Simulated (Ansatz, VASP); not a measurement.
# One calculation of Cu, two programs

```
Cu
1.0
    -1.44279    1.44279    1.37608
     1.44279   -1.44279    1.37608
     1.44279    1.44279   -1.37608
Cu
1
Direct
  0.00000 0.00000 0.00000
```

Alike in both runs: task single point; functional LDA; k mesh 15 × 15 × 15; occupations fermi-dirac, width 0.1 eV; no spin polarisation.

|  | VASP | Ansatz |
| --- | --- | --- |
| version | VASP 6.6.1 | Ansatz 0.2.0 |
| potentials or method | VASP PAW LDA potentials, release 64 (Cu), cutoff 520 eV | all-electron (LAPW or listed datasets) |

Ansatz gave:

| Quantity | Value |
| --- | --- |
| gap on the k mesh at the Fermi level (eV) | none |
| pressure (GPa) | -7.8 |
| traceless stress, the component that is largest in VASP (GPa) | -0.30 |

What did VASP give for the same quantities?

gap on the k mesh at the Fermi level (eV): none; pressure (GPa): -6.9; traceless stress, the component that is largest in VASP (GPa): -0.31.

LDA's correlation is that of Perdew and Zunger in VASP and of Perdew and Wang (1992) in Ansatz. A gap of «none» marks a metal or a gap that the smearing closes. Ansatz ran all-electron here, and VASP with PAW potentials.
